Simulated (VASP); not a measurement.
KF:

```
K F
1.0
     0.00000    2.68954    2.68954
     2.68954    0.00000    2.68954
     2.68954    2.68954    0.00000
K F
1 1
Direct
  0.00000 0.00000 0.00000
  0.50000 0.50000 0.50000
```

Base run:

```yaml
Program: VASP 6.6.1
Functional: r2SCAN
Potentials_or_basis: VASP PAW PBE potentials, release 64 (K_sv, F)
Cutoff: 520 eV
k_mesh: 9 × 9 × 9
Occupations: fermi-dirac, width 0.05 eV
Spin: no spin polarisation
```

Its results: band gap on the k mesh 6.72 eV; pressure -1.2 GPa.

The run is repeated on the same cell with these changes: functional from r2SCAN to HSE06; k mesh from 9 × 9 × 9 to 6 × 6 × 6. What comes out?

Band gap on the k mesh 8.05 eV; pressure -0.1 GPa.

Several settings changed at once.

Caveats: the PAW data sets were made with another functional, which shifts forces and pressure a little; an odd mesh through Γ misses points on the zone boundary, where band edges can lie (at least some runs).
